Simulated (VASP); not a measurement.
Crystal: Li.

```
Li
1.0
     7.21556    0.00000    0.00000
     0.00000    7.21556    0.00000
     0.00000    0.00000    4.04403
Li
10
Direct
  0.67595 0.82405 0.50000
  0.82405 0.32405 0.50000
  0.32405 0.17595 0.50000
  0.17595 0.67595 0.50000
  0.50000 0.50000 0.00000
  0.00000 0.00000 0.00000
  0.60905 0.10905 0.00000
  0.89095 0.60905 0.00000
  0.10905 0.39095 0.00000
  0.39095 0.89095 0.00000
```

| Quantity | Value |
| --- | --- |
| Program | VASP 6.6.1 |
| Task | relaxation of cell and atoms |
| Functional | PBE |
| Potentials or basis | VASP PAW PBE potentials, release 64 (Li_sv) |
| Cutoff | 600 eV |
| k mesh | 4 × 4 × 4 |
| Occupations | gaussian, width 0.1 eV |
| Spin | no spin polarisation |

At the start: pressure 0.1 GPa; volume 21.05 Å³/atom.

Q: Where does the relaxation end?

A: Over 10 steps the energy falls by 46.8 meV/atom and the volume is 20.74 Å³/atom (-1.5 %); space group P4/mbm (No. 127, to 0.1 Å) before and after.

Step by step:
```
step  energy change (eV)  largest force (eV/Å)  pressure (GPa)  volume (Å³)
   1              0.0000                0.9502            0.09       210.55
   2             -0.1822                0.6714           -0.06       210.90
   3             -0.4134                0.1112           -0.27       211.67
   4             -0.4249                0.1071           -0.29       211.82
   5             -0.4252                0.1161           -0.30       211.85
   6             -0.4364                0.1061           -0.19       209.87
   7             -0.4548                0.0743            0.18       203.94
   8             -0.4556                0.0654            0.29       202.36
   9             -0.4626                0.0436            0.18       204.20
  10             -0.4676                0.0359            0.00       207.37
```

Final structure:
```
Li
1.0
     7.49058    0.00000    0.00000
     0.00000    7.49058    0.00000
     0.00000    0.00000    3.69589
Li
10
Cartesian
  5.0312 6.2047 1.8479
  6.2047 2.4594 1.8479
  2.4594 1.2859 1.8479
  1.2859 5.0312 1.8479
  3.7453 3.7453 0.0000
  7.4906 0.0000 0.0000
  4.7103 0.9651 0.0000
  6.5255 4.7103 0.0000
  0.9651 2.7802 0.0000
  2.7802 6.5255 0.0000
```

Caveat: the k points lie up to 0.43 Å⁻¹ apart in the final cell, too coarse for converged energies and pressures of a metal; the cutoff is under 1.25 times the usual one of these potentials, so pressure, stress and relaxed cells hold a basis-set (Pulay) error.
